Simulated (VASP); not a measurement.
Here is a VASP 6.6.1 calculation.

The input INCAR:

```
SYSTEM = Rh
  ALGO = Fast
  EDIFF = 1E-6
  ENCUT = 520
  GGA = PE
  ISIF = 2
  ISMEAR = 0
  LASPH = .TRUE.
  LCHARG = .FALSE.
  LREAL = .FALSE.
  LWAVE = .FALSE.
  NBANDS = 14
  NELM = 100
  PREC = Accurate
  SIGMA = 0.15
```

KPOINTS

```
k-points
0
G
  22 22 22
  0 0 0
```

File POSCAR:

```
Rh
1.0
    0.0000000000      1.8814670844      2.1956720875
    1.8814670844      0.0000000000      2.1956720875
    1.8814670844      1.8814670844      0.0000000000
Rh
1
Direct
    0.0000000000      0.0000000000      0.0000000000
```

Potentials or basis: VASP PAW PBE potentials, release 64 (Rh_pv).

The run is started by

```bash
$ cat potpaw_PBE.64/Rh_pv/POTCAR > POTCAR
$ mpirun -np 1 vasp_std > vasp.out
```

Problem. Predict the pressure.

Solution. -16.7 GPa.

Stress tensor (GPa, compression positive):
```
 -8.62   0.00   0.00
  0.00  -8.62   0.00
  0.00   0.00 -32.99
```
